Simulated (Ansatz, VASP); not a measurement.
CrCoC6N6: VASP beside Ansatz

```
CELL_PARAMETERS angstrom
0.00000 5.11550 5.11550
5.11550 0.00000 5.11550
5.11550 5.11550 0.00000
ATOMIC_POSITIONS crystal
Cr 0.00000 0.00000 0.00000
Co 0.50000 0.50000 0.50000
C 0.81058 0.18942 0.18942
C 0.18942 0.81058 0.18942
C 0.18942 0.18942 0.81058
C 0.18942 0.81058 0.81058
C 0.81058 0.18942 0.81058
C 0.81058 0.81058 0.18942
N 0.69622 0.30378 0.30378
N 0.30378 0.69622 0.30378
N 0.30378 0.30378 0.69622
N 0.30378 0.69622 0.69622
N 0.69622 0.30378 0.69622
N 0.69622 0.69622 0.30378
```

Alike in both runs: task single point; functional PBE; k mesh 4 × 4 × 4; occupations gaussian, width 0.1 eV; collinear spin.

|  | VASP | Ansatz |
| --- | --- | --- |
| version | VASP 6.6.1 | Ansatz 0.2.0 |
| potentials or method | VASP PAW PBE potentials, release 64 (Cr_pv, Co, C, N), cutoff 520 eV | scalar-relativistic, plane waves, PAW |
| valence electrons in the cell | 75 | 85 |

```csv
,VASP,Ansatz,Ansatz less VASP
gap on the k mesh at the Fermi level (eV),0.88,0.92,+0.044
least direct gap on the mesh (eV),0.88,0.92,+0.044
pressure (GPa),-0.7,-1.1,-0.39
rms of the force components (eV/Å),0.778,0.804,+0.0254
net moment per atom (μB),0.21,0.21,0.000
size of the moment on the site where the two differ most (μB),2.35,1.88,-0.477
```

Site moments also hang on the region over which each program counts them. Atom by atom the forces differ by 0.197 eV/Å (rms over components). VASP's potentials hold 75 valence electrons a cell and Ansatz's 85, so a difference there can come from the potentials and not from the codes.

Noted on VASP's run: the standard files for N, O and F lose accuracy on very short bonds.
